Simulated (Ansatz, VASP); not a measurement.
# Two plane-wave programs on TiO2

INCAR

```
SYSTEM = TiO2
ALGO = Normal ; EDIFF = 1E-6
ENCUT = 520 ; GGA = PE
ISIF = 2 ; ISMEAR = 0
LASPH = .TRUE. ; LCHARG = .FALSE.
LDAU = .TRUE. ; LDAUJ = 0 0
LDAUL = 2 -1 ; LDAUPRINT = 1
LDAUTYPE = 2 ; LDAUU = 4 0
LMAXMIX = 4 ; LREAL = .FALSE.
LWAVE = .FALSE. ; NBANDS = 33
NELM = 150 ; PREC = Accurate
SIGMA = 0.05
```

File KPOINTS:

```
k-points
0
G
  6 6 6
  0 0 0
```

Contents of POSCAR:

```
TiO2
1.0
    2.7418066933     -2.7418828846     -0.0204594682
    2.7418066933      2.7418828846     -0.0204594682
   -2.7046110895      0.0000000000      4.9872511229
Ti O
2 4
Direct
    0.1250069486      0.8749930514      0.2500000000
    0.8749930514      0.1250069486      0.7500000000
    0.3332902468      0.0833135221      0.6665902155
    0.6667097532      0.9166864779      0.3334097845
    0.9166864779      0.6667097532      0.8334097845
    0.0833135221      0.3332902468      0.1665902155
```

Input for Ansatz:

```yaml
crystal:
  lattice:
    - [2.7418066933, -2.7418828846, -0.0204594682]
    - [2.7418066933, 2.7418828846, -0.0204594682]
    - [-2.7046110895, 0.0, 4.9872511229]
  atoms:
    - { symbol: Ti, position: [0.1250069486, 0.8749930514, 0.25] }
    - { symbol: Ti, position: [0.8749930514, 0.1250069486, 0.75] }
    - { symbol: O, position: [0.3332902468, 0.0833135221, 0.6665902155] }
    - { symbol: O, position: [0.6667097532, 0.9166864779, 0.3334097845] }
    - { symbol: O, position: [0.9166864779, 0.6667097532, 0.8334097845] }
    - { symbol: O, position: [0.0833135221, 0.3332902468, 0.1665902155] }
basis:
  ecutwfc: 520.0
kpoints:
  mp_grid: { grid: [6, 6, 6] }
hamiltonian:
  xc: pbe
  pseudopotentials: { kind: paw, azcp: { folder: soft_1 } }
  hubbard: { sites: [{ species: Ti, l: d, u_eff: 4.0 }] }
scf:
  occupations: { method: gaussian, width: 0.05 }
output:
  forces: true
  stress: true
  eigenvalues: true
```

Alike in both runs: task single point; functional PBE; k mesh 6 × 6 × 6; occupations gaussian, width 0.05 eV; no spin polarisation; Hubbard terms Ti d U = 4.0 eV.

|  | VASP | Ansatz |
| --- | --- | --- |
| version | VASP 6.6.1 | Ansatz 0.2.0 |
| potentials or method | VASP PAW PBE potentials, release 64 (Ti_sv, O), cutoff 520 eV | scalar-relativistic, plane waves, PAW |
| valence electrons in the cell | 48 | 48 |

Ansatz gave:

- gap on the k mesh at the Fermi level (eV): 2.41
- least direct gap on the mesh (eV): 2.73
- pressure (GPa): -9.6
- traceless stress, the component that is largest in VASP (GPa): -2.39
- rms of the force components (eV/Å): 0.279

Task: Which values does VASP return?

Result: gap on the k mesh at the Fermi level (eV): 2.46; least direct gap on the mesh (eV): 2.79; pressure (GPa): -6.2; traceless stress, the component that is largest in VASP (GPa): -3.25; rms of the force components (eV/Å): 0.222.

The programs project onto different local orbitals, so the same U acts differently, and such runs can settle in different states. Atom by atom the forces differ by 0.057 eV/Å (rms over components).
